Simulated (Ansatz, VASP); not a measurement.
Two plane-wave programs on BeS

```
CELL_PARAMETERS angstrom
0.00000 2.43811 2.43811
2.43811 0.00000 2.43811
2.43811 2.43811 0.00000
ATOMIC_POSITIONS crystal
Be 0.75000 0.75000 0.75000
S 0.00000 0.00000 0.00000
```

Alike in both runs: functional PBE; k mesh 8 × 8 × 8; no spin polarisation.

Ansatz relaxed the structure, and its values are those at the end. VASP's run is a single point on that final structure, the one shown.

|  | VASP | Ansatz |
| --- | --- | --- |
| version | VASP 6.6.1 | Ansatz 0.2.0 |
| potentials or method | VASP PAW PBE potentials, release 64 (Be, S), cutoff 600 eV | scalar-relativistic, plane waves, PAW |
| occupations | gaussian, width 0.01 eV | fixed |
| valence electrons in the cell | 8 | 8 |

|  | VASP | Ansatz | Ansatz less VASP |
| --- | --- | --- | --- |
| gap on the k mesh at the Fermi level (eV) | 3.15 | 3.15 | -0.001 |
| least direct gap on the mesh (eV) | 5.68 | 5.66 | -0.018 |
| pressure (GPa) | 0.0 | 0.0 | -0.04 |
